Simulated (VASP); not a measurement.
# Si (P6_3/mmc) in VASP: a series of runs, part 2 of 3

VASP 6.6.1.

## Step 3: Single point, r2SCAN (strain +0.080 along x and y, -0.080 along z)

POSCAR reads:

```
Si
1.0
    4.1384610280      0.0000000000      0.0000000000
   -2.0692305140      3.5840123828      0.0000000000
    0.0000000000      0.0000000000      5.8344743312
Si
4
Direct
    0.3333333333      0.6666666667      0.0630908785
    0.6666666667      0.3333333333      0.5630908785
    0.3333333333      0.6666666667      0.4369091215
    0.6666666667      0.3333333333      0.9369091215
```

INCAR.step1 reads:

```
PREC = Accurate
ENCUT = 520
ISMEAR = 0
SIGMA = 0.05
LREAL = False
LASPH = True
NELM = 100
NBANDS = 16
GGA = PE
ALGO = Normal
EDIFF = 1E-4
LWAVE = True
LCHARG = False
```

INCAR.step2 reads:

```
PREC = Accurate
ENCUT = 520
EDIFF = 1E-6
ISMEAR = 0
SIGMA = 0.05
LREAL = False
LASPH = True
NELM = 100
ALGO = Normal
ISIF = 2
LWAVE = False
LCHARG = True
METAGGA = R2SCAN
LMIXTAU = True
LELF = True
LVHAR = True
NBANDS = 16
ISTART = 1
```

KPOINTS reads:

```
regular mesh
0
Gamma
  12 12 4
```

Potentials or basis: VASP PAW PBE potentials, release 64 (Si).

On the command line:

```console
> cat potpaw_PBE.64/Si/POTCAR > POTCAR
> cp INCAR.step1 INCAR
> mpirun -np 1 vasp_std > vasp.out
> cp INCAR.step2 INCAR
> mpirun -np 1 vasp_std > vasp.out
```

OUTCAR:

```text
PREC = Accurate
   ENCUT = 520
   EDIFF = 1E-6
   ISMEAR = 0
   LREAL = False
   LASPH = True
   NELM = 100
   ISIF = 2
   METAGGA = R2SCAN
   ISTART = 1

 ion  position               nearest neighbor table
   1  0.333  0.667  0.063-   3 2.18   4 2.50   4 2.50   4 2.50
   2  0.667  0.333  0.563-   4 2.18   3 2.50   3 2.50   3 2.50
   3  0.333  0.667  0.437-   1 2.18   2 2.50   2 2.50   2 2.50
   4  0.667  0.333  0.937-   2 2.18   1 2.50   1 2.50   1 2.50

  LATTYP: Found a hexagonal cell.
 ALAT       =     4.1384610280
 C/A-ratio  =     1.4098173915

  Lattice vectors:

 A1 = (   4.1384610280,   0.0000000000,   0.0000000000)
 A2 = (  -2.0692305140,   3.5840123828,   0.0000000000)
 A3 = (   0.0000000000,   0.0000000000,   5.8344743312)

Analysis of symmetry for initial positions (statically):
=====================================================================
 Subroutine PRICEL returns:
 Original cell was already a primitive cell.

 Routine SETGRP: Setting up the symmetry group for a
 hexagonal supercell.

 Subroutine GETGRP returns: Found 24 space group operations
 (whereof 12 operations were pure point group operations)
 out of a pool of 24 trial point group operations.

The static configuration has the point symmetry D_3d.
 The point group associated with its full space group is D_6h.

Analysis of symmetry for dynamics (positions and initial velocities):
=====================================================================
 Subroutine PRICEL returns:
 Original cell was already a primitive cell.

 Routine SETGRP: Setting up the symmetry group for a
 hexagonal supercell.

 Subroutine GETGRP returns: Found 24 space group operations
 (whereof 12 operations were pure point group operations)
 out of a pool of 24 trial point group operations.

[... 124 lines left out ...]
     AMIX     =   0.40;   BMIX     =  1.00
     AMIX_MAG =   1.60;   BMIX_MAG =  1.00
  volume/ion in A,a.u.               =      21.63       146.00
  Fermi-wavevector in a.u.,A,eV,Ry     =   0.932634  1.762424 11.834443  0.869807
  Thomas-Fermi vector in A             =   2.059253
   LORBIT       =      0    0 simple, 1 ext, 2 COOP (PROOUT), +10 PAW based schemes
   METAGGA = R2SCAN    functional components
   LHFCALC =     F    Hartree Fock is set to
   AEXX    =    0.0000 exact exchange contribution
   IVDW    =     0    specifies the selected vdW correction
   LEPSILON=     F    determine dielectric tensor
   LRPA    =     F    only Hartree local field effects (RPA)
 non-spin polarized calculation
 Gauss-broadening in eV      SIGMA  =   0.05
  energy-cutoff  :      520.00
  volume of cell :       86.54
 maximum number of plane-waves:      2350
 NGX is ok and might be reduce to    32
   NGX = 15   NGY = 15   NGZ = 21

 number of electron      15.9999999 magnetization

 Free energy of the ion-electron system (eV)
  ---------------------------------------------------
  ext. energy  EPLUGINS =         0.00000000
  ---------------------------------------------------
  free energy    TOTEN  =       -33.90619776 eV

  energy without entropy =      -33.90557336  energy(sigma->0) =      -33.90588556

 E-fermi :   5.2720     XC(G=0):  -9.5265

 val. band max:        5.2597457330   @ k =   0.5000  -0.0000   0.0000
 cond. band min:       5.2847059002   @ k =   0.0833  -0.0000   0.0000
 fundamental gap:      0.0249601672
 Fermi energy:         5.2719874759

 k-point     1 :       0.0000    0.0000    0.0000
  band No.  band energies     occupation
      1      -7.1266      2.00000
      2      -3.6488      2.00000
      3      -2.3556      2.00000
      4       2.9158      2.00000
      5       2.9158      2.00000
      6       4.7192      2.00000
[... 433 lines left out ...]
      3      -1.8491      2.00000
      4       0.2600      2.00000
      5       1.3323      2.00000
      6       2.1253      2.00000
[... 8 lines left out ...]
     15      12.0078      0.00000
     16      12.1910      0.00000

 [... further k-points ...]

------------------------ aborting loop because EDIFF is reached ----------------------------------------

  FORCE on cell =-STRESS in cart. coord.  units (eV):
  Direction    XX          YY          ZZ          XY          YZ          ZX
  --------------------------------------------------------------------------------------
  -------------------------------------------------------------------------------------
  Total       -8.0333936     -8.0333936     12.2442569      0.0000000      0.0000000      0.0000000
  in kB     -148.7303245   -148.7303245    226.6902854      0.0000000      0.0000000      0.0000000
  external PRESSURE =     -23.5901212 kB  Pullay stress =       0.0000000 kB

 VOLUME and BASIS-vectors are now :
 -----------------------------------------------------------------------------
  energy-cutoff  :      520.00
  volume of cell :       86.54
      direct lattice vectors                 reciprocal lattice vectors
     4.138461028  0.000000000  0.000000000     0.241635718  0.139508447  0.000000000
    -2.069230514  3.584012383  0.000000000     0.000000000  0.279016893  0.000000000
     0.000000000  0.000000000  5.834474331     0.000000000  0.000000000  0.171395047

 POSITION                                       TOTAL-FORCE (eV/Angst)
 -----------------------------------------------------------------------------------
     -0.00000      2.38934      0.36810         0.000000      0.000000     -2.126614
      2.06923      1.19467      3.28534        -0.000000     -0.000000     -2.126614
     -0.00000      2.38934      2.54914         0.000000      0.000000      2.126614
      2.06923      1.19467      5.46637        -0.000000     -0.000000      2.126614
 -----------------------------------------------------------------------------------
    total drift:                               -0.000000      0.000000     -0.000000

  FREE ENERGIE OF THE ION-ELECTRON SYSTEM (eV)
  ---------------------------------------------------
  free  energy   TOTEN  =       -33.9061977563 eV

  energy  without entropy=      -33.9055733559  energy(sigma->0) =      -33.90588556
```

Run time: 89 s. Hardware: 1 thread of Intel Xeon 6975P-C (Granite Rapids), shared host; peak memory 0.24 GiB.

Results:

- Free energy: -33.9062 eV
- Pressure: -2.4 GPa
- Largest force: 2.127 eV/Å
- Band gap on the k mesh: zero (bands 8 and 9 overlap by 0.36 eV)

Forces in eV/Å, atoms in the order of the input:
```
Si   0.000  0.000 -2.127
Si   0.000  0.000 -2.127
Si   0.000  0.000  2.127
Si   0.000  0.000  2.127
```

Stress tensor (GPa, compression positive):
```
-14.87   0.00   0.00
  0.00 -14.87   0.00
  0.00   0.00  22.67
```

Levels at points of the mesh, in eV from the Fermi level:
| k point | band 5 | band 6 | band 7 | band 8 | band 9 | band 10 | band 11 | band 12 |
| --- | --- | --- | --- | --- | --- | --- | --- | --- |
| (0.00, 0.00, 0.00) | -2.36 | -0.55 | -0.52 | 0.16 | 0.16 | 1.27 | 1.27 | 2.44 |
| (0.50, 0.00, 0.00) | -4.84 | -3.61 | -3.19 | -1.02 | -0.01 | 2.63 | 2.75 | 3.52 |
| (0.00, 0.00, 0.50) | -1.49 | -1.49 | -1.49 | -1.49 | 0.85 | 0.85 | 2.73 | 2.73 |
| (0.50, 0.00, 0.50) | -2.70 | -2.70 | -1.96 | -1.96 | 0.98 | 0.98 | 2.88 | 2.88 |

Caveat: the cell differs from its parent crystal (strain +0.080 along x and y, -0.080 along z); the stress differs along the axes, from -15 to 23 GPa; semilocal functionals underestimate gaps, and a narrow one can read as zero; the PAW data sets were made with another functional, which shifts forces and pressure a little.

## Step 4: Single point, r2SCAN (strain +0.000 along x and y, +0.080 along z)

POSCAR reads:

```
Si
1.0
    3.8319083593      0.0000000000      0.0000000000
   -1.9159541797      3.3185299841      0.0000000000
    0.0000000000      0.0000000000      6.8491655192
Si
4
Direct
    0.3333333333      0.6666666667      0.0630908785
    0.6666666667      0.3333333333      0.5630908785
    0.3333333333      0.6666666667      0.4369091215
    0.6666666667      0.3333333333      0.9369091215
```

INCAR.step1 reads:

```
SYSTEM = Si
PREC = Accurate
ENCUT = 520
ISMEAR = 0
SIGMA = 0.05
LREAL = .False.
LASPH = .True.
NELM = 80
NBANDS = 16
GGA = PE
ALGO = Normal
EDIFF = 1E-4
LWAVE = .True.
LCHARG = .False.
```

INCAR.step2 reads:

```
SYSTEM = Si
PREC = Accurate
ENCUT = 520
EDIFF = 1E-7
ISMEAR = 0
SIGMA = 0.05
LREAL = .False.
LASPH = .True.
NELM = 80
ALGO = Normal
ISIF = 2
LWAVE = .False.
LCHARG = .False.
METAGGA = R2SCAN
LMIXTAU = .True.
NBANDS = 16
ISTART = 1
```

KPOINTS reads:

```
regular mesh
0
Gamma
  12 12 4
  0 0 0
```

Potentials or basis: VASP PAW PBE potentials, release 64 (Si).

On the command line:

```console
> cat potpaw_PBE.64/Si/POTCAR > POTCAR
> cp INCAR.step1 INCAR
> mpirun -np 1 vasp_std > vasp.out
> cp INCAR.step2 INCAR
> mpirun -np 1 vasp_std > vasp.out
```

OUTCAR:

```text
SYSTEM = Si
   PREC = Accurate
   ENCUT = 520
   EDIFF = 1E-7
   ISMEAR = 0
   LREAL = .False.
   LASPH = .True.
   NELM = 80
   ISIF = 2
   METAGGA = R2SCAN
   ISTART = 1

 ion  position               nearest neighbor table
   1  0.333  0.667  0.063-   4 2.38   4 2.38   4 2.38   3 2.56
   2  0.667  0.333  0.563-   3 2.38   3 2.38   3 2.38   4 2.56
   3  0.333  0.667  0.437-   2 2.38   2 2.38   2 2.38   1 2.56
   4  0.667  0.333  0.937-   1 2.38   1 2.38   1 2.38   2 2.56

  LATTYP: Found a hexagonal cell.
 ALAT       =     3.8319083593
 C/A-ratio  =     1.7874032667

  Lattice vectors:

 A1 = (   3.8319083593,   0.0000000000,   0.0000000000)
 A2 = (  -1.9159541797,   3.3185299841,   0.0000000000)
 A3 = (   0.0000000000,   0.0000000000,   6.8491655192)

Analysis of symmetry for initial positions (statically):
=====================================================================
 Subroutine PRICEL returns:
 Original cell was already a primitive cell.

 Routine SETGRP: Setting up the symmetry group for a
 hexagonal supercell.

 Subroutine GETGRP returns: Found 24 space group operations
 (whereof 12 operations were pure point group operations)
 out of a pool of 24 trial point group operations.

The static configuration has the point symmetry D_3d.
 The point group associated with its full space group is D_6h.

Analysis of symmetry for dynamics (positions and initial velocities):
=====================================================================
 Subroutine PRICEL returns:
 Original cell was already a primitive cell.

 Routine SETGRP: Setting up the symmetry group for a
 hexagonal supercell.

 Subroutine GETGRP returns: Found 24 space group operations
 (whereof 12 operations were pure point group operations)
 out of a pool of 24 trial point group operations.

The dynamic configuration has the point symmetry D_3d.
 The point group associated with its full space group is D_6h.

 Subroutine INISYM returns: Found 24 space group operations
[... 123 lines left out ...]
  Fermi-wavevector in a.u.,A,eV,Ry     =   0.930641  1.758656 11.783895  0.866092
  Thomas-Fermi vector in A             =   2.057050
   LORBIT       =      0    0 simple, 1 ext, 2 COOP (PROOUT), +10 PAW based schemes
   METAGGA = R2SCAN    functional components
   LHFCALC =     F    Hartree Fock is set to
   AEXX    =    0.0000 exact exchange contribution
   IVDW    =     0    specifies the selected vdW correction
   LEPSILON=     F    determine dielectric tensor
   LRPA    =     F    only Hartree local field effects (RPA)
 non-spin polarized calculation
 Gauss-broadening in eV      SIGMA  =   0.05
  energy-cutoff  :      520.00
  volume of cell :       87.10
 maximum number of plane-waves:      2370
   NGX = 15   NGY = 15   NGZ = 25

 number of electron      15.9999999 magnetization

 Free energy of the ion-electron system (eV)
  ---------------------------------------------------
  ext. energy  EPLUGINS =         0.00000000
  ---------------------------------------------------
  free energy    TOTEN  =       -34.71125213 eV

  energy without entropy =      -34.71125213  energy(sigma->0) =      -34.71125213

 E-fermi :   5.3622     XC(G=0):  -9.5230

 val. band max:        5.1655787897   @ k =   0.0000   0.0000   0.0000
 cond. band min:       6.0724804904   @ k =   0.3333  -0.0000   0.2500
 fundamental gap:      0.9069017007
 Fermi energy:         5.3621842184

 k-point     1 :       0.0000    0.0000    0.0000
  band No.  band energies     occupation
      1      -7.0678      2.00000
      2      -5.3415      2.00000
      3      -1.8393      2.00000
      4       4.0500      2.00000
      5       4.0500      2.00000
      6       4.6697      2.00000
[... 433 lines left out ...]
      3      -1.4592      2.00000
      4       0.0839      2.00000
      5       0.9621      2.00000
      6       2.8434      2.00000
[... 8 lines left out ...]
     15      12.4373      0.00000
     16      13.3276      0.00000

 [... further k-points ...]

------------------------ aborting loop because EDIFF is reached ----------------------------------------

  FORCE on cell =-STRESS in cart. coord.  units (eV):
  Direction    XX          YY          ZZ          XY          YZ          ZX
  --------------------------------------------------------------------------------------
  -------------------------------------------------------------------------------------
  Total       -0.7960848     -0.7960848     -8.0332306      0.0000000     -0.0000000      0.0000000
  in kB      -14.6443944    -14.6443944   -147.7754521      0.0000000     -0.0000000      0.0000000
  external PRESSURE =     -59.0214136 kB  Pullay stress =       0.0000000 kB

 VOLUME and BASIS-vectors are now :
 -----------------------------------------------------------------------------
  energy-cutoff  :      520.00
  volume of cell :       87.10
      direct lattice vectors                 reciprocal lattice vectors
     3.831908359  0.000000000  0.000000000     0.260966575  0.150669122  0.000000000
    -1.915954180  3.318529984  0.000000000     0.000000000  0.301338245  0.000000000
     0.000000000  0.000000000  6.849165519     0.000000000  0.000000000  0.146003188

 POSITION                                       TOTAL-FORCE (eV/Angst)
 -----------------------------------------------------------------------------------
     -0.00000      2.21235      0.43212        -0.000000     -0.000000      0.325223
      1.91595      1.10618      3.85670        -0.000000      0.000000      0.325223
     -0.00000      2.21235      2.99246         0.000000     -0.000000     -0.325223
      1.91595      1.10618      6.41705        -0.000000      0.000000     -0.325223
 -----------------------------------------------------------------------------------
    total drift:                               -0.000000      0.000000     -0.000000

  FREE ENERGIE OF THE ION-ELECTRON SYSTEM (eV)
  ---------------------------------------------------
  free  energy   TOTEN  =       -34.7112521257 eV

  energy  without entropy=      -34.7112521257  energy(sigma->0) =      -34.71125213
```

OSZICAR.step1:

```text
N       E                     dE             d eps       ncg     rms          rms(c)
DAV:   1     0.258660908971E+02    0.25866E+02   -0.58496E+03  1824   0.811E+02
DAV:   2    -0.197995995272E+02   -0.45666E+02   -0.41609E+02  2480   0.119E+02
DAV:   3    -0.216828092006E+02   -0.18832E+01   -0.18693E+01  2416   0.226E+01
DAV:   4    -0.217051965765E+02   -0.22387E-01   -0.22384E-01  2296   0.317E+00
DAV:   5    -0.217056173482E+02   -0.42077E-03   -0.42076E-03  2416   0.414E-01    0.626E+00
DAV:   6    -0.214784116005E+02    0.22721E+00   -0.11069E-01  2240   0.163E+00    0.376E+00
DAV:   7    -0.213780835450E+02    0.10033E+00   -0.23067E-01  2280   0.238E+00    0.269E-01
DAV:   8    -0.213803313335E+02   -0.22478E-02   -0.23733E-02  2096   0.862E-01    0.174E-01
DAV:   9    -0.213805815556E+02   -0.25022E-03   -0.94112E-04  2472   0.181E-01    0.107E-01
DAV:  10    -0.213807885385E+02   -0.20698E-03   -0.37329E-04  2128   0.101E-01    0.306E-02
DAV:  11    -0.213808013078E+02   -0.12769E-04   -0.39819E-05  1288   0.352E-02
   1 F= -.21380801E+02 E0= -.21380801E+02  d E =-.389330E-13
```

Run time: 1.7 min. Hardware: 1 thread of Intel Xeon 6975P-C (Granite Rapids), shared host; peak memory 0.22 GiB.

What came out:

- Free energy: -34.7113 eV
- Pressure: -5.9 GPa
- Largest force: 0.325 eV/Å
- Band gap on the k mesh: 0.91 eV (least direct gap 1.06 eV)

Forces in eV/Å, atoms in the order of the input:
```
Si   0.000  0.000  0.325
Si   0.000  0.000  0.325
Si   0.000  0.000 -0.325
Si   0.000  0.000 -0.325
```

Stress tensor (GPa, compression positive):
```
 -1.46   0.00   0.00
  0.00  -1.46   0.00
  0.00   0.00 -14.78
```

Caveat: the cell differs from its parent crystal (strain +0.000 along x and y, +0.080 along z); the stress differs along the axes, from -15 to -1 GPa; the PAW data sets were made with another functional, which shifts forces and pressure a little.

(Continued in part 3 of 3.)

The gap in the log of VASP goes by the Fermi energy; the results here count the filled bands.